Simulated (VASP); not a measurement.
A run of VASP 6.6.1:

Contents of INCAR:

```
ALGO = Fast
EDIFF = 1E-6
ENCUT = 520
GGA = PS
ISIF = 2
ISMEAR = 0
LASPH = True
LCHARG = False
LREAL = False
LWAVE = False
NBANDS = 13
NELM = 100
PREC = Accurate
SIGMA = 0.15
```

Contents of KPOINTS:

```
k-points
0
Gamma
  16 16 16
```

POSCAR

```
AlCo
1.0
    2.9039853063      0.0000000000      0.0000000000
    0.0000000000      2.9039853063      0.0000000000
    0.0000000000      0.0000000000      2.7348211137
Al Co
1 1
Direct
    0.0000000000      0.0000000000      0.0000000000
    0.5000000000      0.5000000000      0.5000000000
```

Potentials or basis: VASP PAW PBE potentials, release 64 (Al, Co).

Run with:

```bash
$ cat potpaw_PBE.64/Al/POTCAR potpaw_PBE.64/Co/POTCAR > POTCAR
$ mpirun -np 1 vasp_std > vasp.out
```

Hardware: 1 thread of Intel Xeon 8259CL (shared host).

**Question.** How long does it take, and how much memory?

**Answer.** It took 110 s on 1 thread of Intel Xeon 8259CL, on a shared host, peak memory 0.24 GiB. Counts: scf iterations 15, k points 405.
